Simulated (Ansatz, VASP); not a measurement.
## ScAl3N4 in VASP and in Ansatz

Contents of INCAR:

```
SYSTEM = ScAl3N4
ALGO     = Normal         ! electronic algorithm
EDIFF    = 1E-6           ! SCF threshold, eV
ENCUT    = 520            ! plane-wave cutoff, eV
GGA      = PS             ! functional
ISIF     = 2              ! what is computed and relaxed
ISMEAR   = 0              ! smearing method
LASPH    = .True.         ! aspherical terms in the spheres
LCHARG   = .False.        ! write CHGCAR
LREAL    = Auto         
LWAVE    = .False.        ! write WAVECAR
NBANDS   = 54             ! bands
NELM     = 100            ! most SCF steps
PREC     = Accurate       ! precision mode
SIGMA    = 0.01           ! smearing width, eV
```

The input KPOINTS:

```
k-points
0
Gamma
  6 6 4
  0 0 0
```

Contents of POSCAR:

```
ScAl3N4
1.0
    4.8412202811     -2.7938643274     -0.0067421579
   -3.2301209989     -0.0168054625     -4.9154959871
    3.2613108129      5.6463313758     -0.0013378318
Sc Al N
2 6 8
Direct
    0.3497537191      0.0367022562      0.0016118008
    0.9414615494      0.5263463997      0.1339195243
    0.8200389888     -0.0103992978      0.2549291341
    0.3351484433      0.0014466216      0.5072441572
    0.8405061855      0.0045462967      0.7425311302
    0.4071216963      0.4908055760      0.3865432794
    0.9177179083      0.4990956740      0.6245731793
    0.4202287920      0.5151295496      0.8657225620
    0.5995787836      0.5907810381      0.1513957566
    0.1546947191      0.6173541956      0.4272692066
    0.6491277923      0.6149179539      0.6492299822
    0.1481681499      0.6187308209      0.8846731930
    0.7509609759      0.1033792311      0.0257956177
    0.2006361700      0.0932882122      0.2936985170
    0.7163252858      0.1107959935      0.5272622784
    0.2205308410      0.1310794789      0.7596006813
```

Input for Ansatz:

```yaml
crystal:
  lattice:
    - [4.8412202811, -2.7938643274, -0.0067421579]
    - [-3.2301209989, -0.0168054625, -4.9154959871]
    - [3.2613108129, 5.6463313758, -0.0013378318]
  atoms:
    - { symbol: Sc, position: [0.3497537191, 0.0367022562, 0.0016118008] }
    - { symbol: Al, position: [0.8200389888, -0.0103992978, 0.2549291341] }
    - { symbol: Al, position: [0.3351484433, 0.0014466216, 0.5072441572] }
    - { symbol: Al, position: [0.8405061855, 0.0045462967, 0.7425311302] }
    - { symbol: Sc, position: [0.9414615494, 0.5263463997, 0.1339195243] }
    - { symbol: Al, position: [0.4071216963, 0.490805576, 0.3865432794] }
    - { symbol: Al, position: [0.9177179083, 0.499095674, 0.6245731793] }
    - { symbol: Al, position: [0.420228792, 0.5151295496, 0.865722562] }
    - { symbol: "N", position: [0.5995787836, 0.5907810381, 0.1513957566] }
    - { symbol: "N", position: [0.1546947191, 0.6173541956, 0.4272692066] }
    - { symbol: "N", position: [0.6491277923, 0.6149179539, 0.6492299822] }
    - { symbol: "N", position: [0.1481681499, 0.6187308209, 0.884673193] }
    - { symbol: "N", position: [0.7509609759, 0.1033792311, 0.0257956177] }
    - { symbol: "N", position: [0.20063617, 0.0932882122, 0.293698517] }
    - { symbol: "N", position: [0.7163252858, 0.1107959935, 0.5272622784] }
    - { symbol: "N", position: [0.220530841, 0.1310794789, 0.7596006813] }
basis:
  ecutwfc: 420
  xc_grid: 2
kpoints:
  mp_grid: { grid: [6, 6, 4] }
hamiltonian:
  xc: pbesol
  pseudopotentials: { kind: paw, azcp: { folder: soft_1 } }
scf:
  occupations: { method: fixed }
output:
  forces: true
  stress: true
  eigenvalues: true
  polarization: {}
```

Change from the starting cell: polar distortion scaled by 1.00.

Alike in both runs: task single point; functional PBEsol; k mesh 6 × 6 × 4; no spin polarisation.

```csv
,VASP,Ansatz
version,VASP 6.6.1,Ansatz 0.2.0
potentials or method,"VASP PAW PBE potentials, release 64 (Sc_sv, Al, N), cutoff 520 eV","scalar-relativistic, plane waves, PAW"
occupations,"gaussian, width 0.01 eV",fixed
valence electrons in the cell,80,80
```

```tsv
	VASP	Ansatz	Ansatz less VASP
gap on the k mesh at the Fermi level (eV)	3.32	3.33	+0.006
least direct gap on the mesh (eV)	3.59	3.58	-0.008
pressure (GPa)	0.2	0.0	-0.23
rms of the force components (eV/Å)	0.018	0.001	-0.0176
```

VASP's potentials were made for PBE, not for PBEsol, and Ansatz warns of the same on its side.
